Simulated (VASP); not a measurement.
Here is a VASP 6.6.1 calculation.

File INCAR:

```
SYSTEM = Se
  ALGO = Normal
  EDIFF = 1E-6
  ENCUT = 520
  GGA = PE
  ISIF = 2
  ISMEAR = 0
  LASPH = .TRUE.
  LCHARG = .FALSE.
  LREAL = .FALSE.
  LWAVE = .FALSE.
  NBANDS = 20
  NELM = 80
  PREC = Accurate
  SIGMA = 0.1
```

File KPOINTS:

```
k-points
0
G
  6 6 6
  0 0 0
```

File POSCAR:

```
Se
1.0
    1.5745788783      0.9090835392     14.2736278029
   -1.5745788783      0.9090835392     14.2736278029
    0.0000000000     -1.8181670785     14.2736278029
Se
4
Direct
    0.0500000000      0.0500000000      0.0500000000
    0.9500000000      0.9500000000      0.9500000000
    0.2830000000      0.2830000000      0.2830000000
    0.7170000000      0.7170000000      0.7170000000
```

Potentials or basis: VASP PAW PBE potentials, release 64 (Se).

Command:

```bash
$ cat potpaw_PBE.64/Se/POTCAR > POTCAR
$ mpirun -np 1 vasp_std > vasp.out
```

What does it give for the band gap on the k mesh?

Zero (band 12 reaches 5.76 eV, above the bottom of band 13 at 3.05 eV).

What does it give for the largest force?

0.592 eV/Å.

What does it give for the pressure?

122.5 GPa.

Stress tensor (GPa, compression positive):
```
183.74   0.00   0.00
  0.00 183.74   0.00
  0.00   0.00  -0.04
```

Caveat: the k points lie up to 0.38 Å⁻¹ apart.
